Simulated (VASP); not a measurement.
# Ga7N9 (a cell with a defect) in VASP: single point with PBE

Aim: the single point of Ga7N9 (a cell with a defect) with PBE.

Program: VASP 6.6.1. These are calculated values, not measurements. Logs are shortened: lines on timing, memory, paths and dates and some standing lists are left out, and cuts for length are marked.

### 1 The cell of the first run

The cell holds a defect, 16 atoms: a = 6.360 Å, b = 6.360 Å, c = 5.166 Å, α = 90.00°, β = 90.00°, γ = 120.00°.

### 2 Single point, PBE

The input, INCAR:

```
SYSTEM = Ga7N9
PREC     = Accurate       ! precision mode
ENCUT    = 520            ! plane-wave cutoff, eV
EDIFF    = 1E-6           ! SCF threshold, eV
ISMEAR   = -1             ! smearing method
SIGMA    = 0.02           ! smearing width, eV
LREAL    = .False.        ! projectors in reciprocal space
LASPH    = .True.         ! aspherical terms in the spheres
NELM     = 120            ! most SCF steps
ALGO     = Normal         ! electronic algorithm
ISIF     = 2              ! what is computed and relaxed
LWAVE    = .False.        ! write WAVECAR
LCHARG   = .True.         ! write CHGCAR
GGA      = PE             ! functional
LELF     = .True.         ! ELF
LVHAR    = .True.       
NELECT   = 135.0        
NBANDS   = 82             ! bands
GGA_COMPAT= .False.
```

The input, KPOINTS:

```
Automatic mesh
0
Gamma
  3 3 2
  0 0 0
```

The input, POSCAR:

```
Ga7N9
1.0
    6.3599999953      0.0000000000      0.0000000000
   -3.1799999977      5.5079215640      0.0000000000
    0.0000000000      0.0000000000      5.1660000000
N Ga
9 7
Direct
    0.1666666667      0.3333333333      0.0000000000
    0.1666666667      0.3333333333      0.3750000000
    0.3333333333      0.1666666667      0.8750000000
    0.1666666667      0.8333333333      0.3750000000
    0.3333333333      0.6666666667      0.8750000000
    0.6666666667      0.3333333333      0.3750000000
    0.8333333333      0.1666666667      0.8750000000
    0.6666666667      0.8333333333      0.3750000000
    0.8333333333      0.6666666667      0.8750000000
    0.3333333333      0.1666666667      0.5000000000
    0.1666666667      0.8333333333      0.0000000000
    0.3333333333      0.6666666667      0.5000000000
    0.6666666667      0.3333333333      0.0000000000
    0.8333333333      0.1666666667      0.5000000000
    0.6666666667      0.8333333333      0.0000000000
    0.8333333333      0.6666666667      0.5000000000
```

Potentials or basis: VASP PAW PBE potentials, release 64 (N, Ga_d).

The run is started by

```console
$ cat potpaw_PBE.64/N/POTCAR potpaw_PBE.64/Ga_d/POTCAR > POTCAR
$ mpirun -np 1 vasp_std > vasp.out
```

OUTCAR:

```text
SYSTEM = Ga7N9
   PREC = Accurate
   ENCUT = 520
   EDIFF = 1E-6
   ISMEAR = -1
   LREAL = .False.
   LASPH = .True.
   NELM = 120
   ISIF = 2
   GGA = PE
   NELECT = 135.0

 ion  position               nearest neighbor table
   1  0.167  0.333  0.000-
   2  0.167  0.333  0.375-  10 1.95  14 1.95  12 1.95
   3  0.333  0.167  0.875-  10 1.94  13 1.95  11 1.95
   4  0.167  0.833  0.375-  11 1.94  12 1.95  16 1.95  10 1.95
   5  0.333  0.667  0.875-  12 1.94  11 1.95  15 1.95
   6  0.667  0.333  0.375-  13 1.94  14 1.95  10 1.95  16 1.95
   7  0.833  0.167  0.875-  14 1.94  13 1.95  15 1.95
   8  0.667  0.833  0.375-  15 1.94  16 1.95  12 1.95  14 1.95
   9  0.833  0.667  0.875-  16 1.94  15 1.95  11 1.95  13 1.95
  10  0.333  0.167  0.500-   3 1.94   2 1.95   6 1.95   4 1.95
  11  0.167  0.833  0.000-   4 1.94   5 1.95   9 1.95   3 1.95
  12  0.333  0.667  0.500-   5 1.94   4 1.95   8 1.95   2 1.95
  13  0.667  0.333  0.000-   6 1.94   7 1.95   3 1.95   9 1.95
  14  0.833  0.167  0.500-   7 1.94   6 1.95   2 1.95   8 1.95
  15  0.667  0.833  0.000-   8 1.94   9 1.95   5 1.95   7 1.95
  16  0.833  0.667  0.500-   9 1.94   8 1.95   4 1.95   6 1.95

  LATTYP: Found a hexagonal cell.
 ALAT       =     6.3599999953
 C/A-ratio  =     0.8122641515

  Lattice vectors:

 A1 = (   6.3599999953,   0.0000000000,   0.0000000000)
 A2 = (  -3.1799999977,   5.5079215640,   0.0000000000)
 A3 = (   0.0000000000,   0.0000000000,   5.1660000000)

Analysis of symmetry for initial positions (statically):
=====================================================================
 Subroutine PRICEL returns:
 Original cell was already a primitive cell.

 Routine SETGRP: Setting up the symmetry group for a
 hexagonal supercell.

 Subroutine GETGRP returns: Found  6 space group operations
 (whereof  2 operations were pure point group operations)
 out of a pool of 24 trial point group operations.

The static configuration has the point symmetry C_1h.
 The point group associated with its full space group is C_3v.

Analysis of symmetry for dynamics (positions and initial velocities):
=====================================================================
 Subroutine PRICEL returns:
 Original cell was already a primitive cell.

 Routine SETGRP: Setting up the symmetry group for a
 hexagonal supercell.

 Subroutine GETGRP returns: Found  6 space group operations
 (whereof  2 operations were pure point group operations)
 out of a pool of 24 trial point group operations.

The dynamic configuration has the point symmetry C_1h.
 The point group associated with its full space group is C_3v.

 Subroutine INISYM returns: Found  6 space group operations
 (whereof  2 operations are pure point group operations),
 and found     1 'primitive' translations

----------------------------------------------------------------------------------------

                                     Primitive cell

  volume of cell :     180.9669

  direct lattice vectors                    reciprocal lattice vectors
     6.359999995  0.000000000  0.000000000     0.157232705  0.090778344  0.000000000
    -3.179999998  5.507921564  0.000000000     0.000000000  0.181556689  0.000000000
     0.000000000  0.000000000  5.166000000     0.000000000  0.000000000  0.193573364

  length of vectors
     6.359999995  6.359999995  5.166000000     0.181556689  0.181556689  0.193573364

  position of ions in fractional coordinates (direct lattice)
     0.166666667  0.333333333  0.000000000
     0.166666667  0.333333333  0.375000000
     0.333333333  0.166666667  0.875000000
     0.166666667  0.833333333  0.375000000
     0.333333333  0.666666667  0.875000000
     0.666666667  0.333333333  0.375000000
[... 8 lines left out ...]
     0.666666667  0.833333333  0.000000000
     0.833333333  0.666666667  0.500000000

  ion indices of the primitive-cell ions
   primitive index   ion index
                 1           1
                 2           2
                 3           3
                 4           4
                 5           5
                 6           6
[... 8 lines left out ...]
                15          15
                16          16

----------------------------------------------------------------------------------------

 KPOINTS: Automatic mesh

Automatic generation of k-mesh.
 Grid dimensions read from file:
 generate k-points for:    3    3    2

 Generating k-lattice:

  Cartesian coordinates                     Fractional coordinates (reciprocal lattice)
     0.052410902  0.030259448  0.000000000     0.333333333  0.000000000  0.000000000
     0.000000000  0.060518896  0.000000000     0.000000000  0.333333333  0.000000000
     0.000000000  0.000000000  0.096786682     0.000000000  0.000000000  0.500000000

  Length of vectors
     0.060518896  0.060518896  0.096786682

  Shift w.r.t. Gamma in fractional coordinates (k-lattice)
     0.000000000  0.000000000  0.000000000

 Subroutine IBZKPT returns following result:
 ===========================================

 Found      6 irreducible k-points:

 Following reciprocal coordinates:
            Coordinates               Weight
  0.000000  0.000000  0.000000      1.000000
  0.333333 -0.000000  0.000000      6.000000
  0.333333  0.333333  0.000000      2.000000
  0.000000  0.000000  0.500000      1.000000
  0.333333 -0.000000  0.500000      6.000000
  0.333333  0.333333  0.500000      2.000000
   k-points           NKPTS =      6   k-points in BZ     NKDIM =      6   number of bands    NBANDS=     82
   number of dos      NEDOS =    301   number of ions     NIONS =     16
   total plane-waves  NPLWV =  92160
   dimension x,y,z NGX =    48 NGY =   48 NGZ =   40
   dimension x,y,z NGXF=    96 NGYF=   96 NGZF=   80
   ions per type =               9   7
   NGX,Y,Z   is equivalent  to a cutoff of  12.55, 12.55, 12.87 a.u.
   NGXF,Y,Z  is equivalent  to a cutoff of  25.09, 25.09, 25.74 a.u.
 SYSTEM =  Ga7N9
   PREC   = accura    normal or accurate (medium, high low for compatibility)
   ISTART =      0    job   : 0-new  1-cont  2-samecut
   ICHARG =      2    charge: 1-file 2-atom 10-const
   ISPIN  =      1    spin polarized calculation?
   LNONCOLLINEAR =      F non collinear calculations
   LSORBIT =      F    spin-orbit coupling
   LASPH  =      T    aspherical Exc in radial PAW
   ENCUT  =  520.0 eV  38.22 Ry    6.18 a.u.  11.83 11.83  9.61*2*pi/ulx,y,z
   NELM   =    120;   NELMIN=  2; NELMDL= -5     # of ELM steps
   EDIFF  = 0.1E-05   stopping-criterion for ELM
   LREAL  =      F    real-space projection
   EDIFFG = 0.1E-04   stopping-criterion for IOM
   NSW    =      0    number of steps for IOM
   IBRION =     -1    ionic relax: 0-MD 1-quasi-New 2-CG
   NFREE  =      0    steps in history (QN), initial steepest desc. (CG)
   ISIF   =      2    stress and relaxation
   ISYM   =      2    0-nonsym 1-usesym 2-fastsym
   POTIM  = 0.5000    time-step for ionic-motion
   TEBEG  =    0.0;   TEEND  =   0.0 temperature during run
   PSTRESS=    0.0 pullay stress
   NELECT =     135.0000    total number of electrons
   NUPDOWN=      -1.0000    fix difference up-down
   EMIN   =  10.00;   EMAX   =-10.00  energy-range for DOS
   EFERMI =   0.00;   METHOD = LEGACY
   ISMEAR =    -1;   SIGMA  =   0.02  broadening in eV -4-tet -1-fermi 0-gaus
   EFERMI_NEDOS =   21; number of points for ismear=-14 and -15
   IALGO  =     38    algorithm
   IMIX   =      4    mixing-type and parameters
     AMIX     =   0.40;   BMIX     =  1.00
     AMIX_MAG =   1.60;   BMIX_MAG =  1.00
  volume/ion in A,a.u.               =      11.31        76.33
  Fermi-wavevector in a.u.,A,eV,Ry     =   1.484749  2.805768 29.993760  2.204479
  Thomas-Fermi vector in A             =   2.598247
   LORBIT       =      0    0 simple, 1 ext, 2 COOP (PROOUT), +10 PAW based schemes
   GGA     = PE    functional components
   LHFCALC =     F    Hartree Fock is set to
   AEXX    =    0.0000 exact exchange contribution
   IVDW    =     0    specifies the selected vdW correction
   LEPSILON=     F    determine dielectric tensor
   LRPA    =     F    only Hartree local field effects (RPA)
 non-spin polarized calculation
  energy-cutoff  :      520.00
  volume of cell :      180.97
 maximum number of plane-waves:      4933
 NGX is ok and might be reduce to    48
   NGX = 23   NGY = 23   NGZ = 19

 number of electron     135.0000008 magnetization

 Free energy of the ion-electron system (eV)
  ---------------------------------------------------
  ext. energy  EPLUGINS =         0.00000000
  ---------------------------------------------------
  free energy    TOTEN  =       -99.80136707 eV

  energy without entropy =      -99.79134070  energy(sigma->0) =      -99.79635389

 E-fermi :   4.8496     XC(G=0): -11.4332

 val. band max:        4.8278085258   @ k =   0.0000   0.0000   0.0000
 cond. band min:       4.8715620563   @ k =   0.3333  -0.0000   0.0000
 fundamental gap:      0.0437535305
 Fermi energy:         4.8496335000

 k-point     1 :       0.0000    0.0000    0.0000
  band No.  band energies     occupation
      1     -11.8964      2.00000
      2     -10.3568      2.00000
      3     -10.2334      2.00000
      4     -10.2334      2.00000
      5     -10.1393      2.00000
      6      -9.9299      2.00000
[... 71 lines left out ...]
     78      10.8714      0.00000
     79      11.2542      0.00000

 k-point     2 :       0.3333   -0.0000    0.0000
  band No.  band energies     occupation
      1     -11.7432      2.00000
      2     -10.5270      2.00000
      3     -10.2361      2.00000
      4     -10.1900      2.00000
      5     -10.1006      2.00000
      6      -9.9743      2.00000
[... 71 lines left out ...]
     78      11.5908      0.00000
     79      11.8957      0.00000

 k-point     3 :       0.3333    0.3333    0.0000
  band No.  band energies     occupation
      1     -11.6497      2.00000
      2     -10.5480      2.00000
      3     -10.3972      2.00000
      4     -10.0866      2.00000
      5     -10.0776      2.00000
      6      -9.9862      2.00000
[... 71 lines left out ...]
     78      12.3221      0.00000
     79      12.3663      0.00000

 k-point     4 :       0.0000    0.0000    0.5000
  band No.  band energies     occupation
      1     -11.6036      2.00000
      2     -10.4924      2.00000
      3     -10.1463      2.00000
      4     -10.1463      2.00000
      5     -10.0798      2.00000
      6      -9.9388      2.00000
[... 71 lines left out ...]
     78      10.5600      0.00000
     79      10.8346      0.00000

 k-point     5 :       0.3333   -0.0000    0.5000
  band No.  band energies     occupation
      1     -11.4949      2.00000
      2     -10.3658      2.00000
      3     -10.2614      2.00000
      4     -10.1496      2.00000
      5     -10.0711      2.00000
      6      -9.9457      2.00000
[... 71 lines left out ...]
     78      11.2261      0.00000
     79      11.5784      0.00000

 k-point     6 :       0.3333    0.3333    0.5000
  band No.  band energies     occupation
      1     -11.4329      2.00000
      2     -10.3271      2.00000
      3     -10.2383      2.00000
      4     -10.1913      2.00000
      5     -10.0422      2.00000
      6     -10.0221      2.00000
[... 71 lines left out ...]
     78      11.7253      0.00000
     79      12.3242      0.00000
 [bands above 79 left out]

------------------------ aborting loop because EDIFF is reached ----------------------------------------

  FORCE on cell =-STRESS in cart. coord.  units (eV):
  Direction    XX          YY          ZZ          XY          YZ          ZX
  --------------------------------------------------------------------------------------
  -------------------------------------------------------------------------------------
  Total       -8.3571355     -8.3571355     -7.9566140      0.0000000     -0.0000000      0.0000000
  in kB      -73.9892732    -73.9892732    -70.4432863      0.0000000     -0.0000000      0.0000000
  external PRESSURE =     -72.8072776 kB  Pullay stress =       0.0000000 kB

 VOLUME and BASIS-vectors are now :
 -----------------------------------------------------------------------------
  energy-cutoff  :      520.00
  volume of cell :      180.97
      direct lattice vectors                 reciprocal lattice vectors
     6.359999995  0.000000000  0.000000000     0.157232705  0.090778344  0.000000000
    -3.179999998  5.507921564  0.000000000     0.000000000  0.181556689  0.000000000
     0.000000000  0.000000000  5.166000000     0.000000000  0.000000000  0.193573364

 POSITION                                       TOTAL-FORCE (eV/Angst)
 -----------------------------------------------------------------------------------
      0.00000      1.83597      0.00000        -0.000000      0.000000      0.615682
      0.00000      1.83597      1.93725        -0.000000      0.000000     -1.722634
      1.59000      0.91799      4.52025        -1.035793      0.598016      0.435819
     -1.59000      4.58993      1.93725         0.157021      0.090656      0.302564
     -0.00000      3.67195      4.52025         0.000000     -1.196031      0.435819
      3.18000      1.83597      1.93725         0.000000     -0.181313      0.302564
[... 8 lines left out ...]
      1.59000      4.58993      0.00000         0.957279     -0.552685      0.492437
      3.18000      3.67195      2.58300        -0.000000      0.000000     -0.147500
 -----------------------------------------------------------------------------------
    total drift:                               -0.000002     -0.000004     -0.001236

  FREE ENERGIE OF THE ION-ELECTRON SYSTEM (eV)
  ---------------------------------------------------
  free  energy   TOTEN  =       -99.8013670722 eV

  energy  without entropy=      -99.7913407008  energy(sigma->0) =      -99.79635389
```

It took 5.4 min on 1 thread of Intel Xeon 8259CL, shared host; peak memory 0.28 GiB.

Results:

```
Free energy   : -99.8014 eV
Largest force : 1.723 eV/Å
```

Forces on the atoms (eV/Å):
```
N    0.000  0.000  0.616
N    0.000  0.000 -1.723
N   -1.036  0.598  0.436
N    0.157  0.091  0.303
N    0.000 -1.196  0.436
N    0.000 -0.181  0.303
N    1.036  0.598  0.436
N   -0.157  0.091  0.303
N    0.000  0.000  0.165
Ga   0.221 -0.127 -0.868
Ga  -0.957 -0.553  0.492
Ga   0.000  0.255 -0.868
Ga   0.000  1.105  0.492
Ga  -0.221 -0.127 -0.868
Ga   0.957 -0.553  0.492
Ga   0.000  0.000 -0.147
```

Caveat: the k points lie up to 0.61 Å⁻¹ apart, too coarse for converged energies and pressures of a metal; the cell carries a net charge on a neutralising background, which shifts energy and pressure; the cell is charged against a uniform background, so pressure and absolute levels hang on convention; an odd number of electrons without spin polarisation forces a metal; a magnetic or distorted state may lie lower.
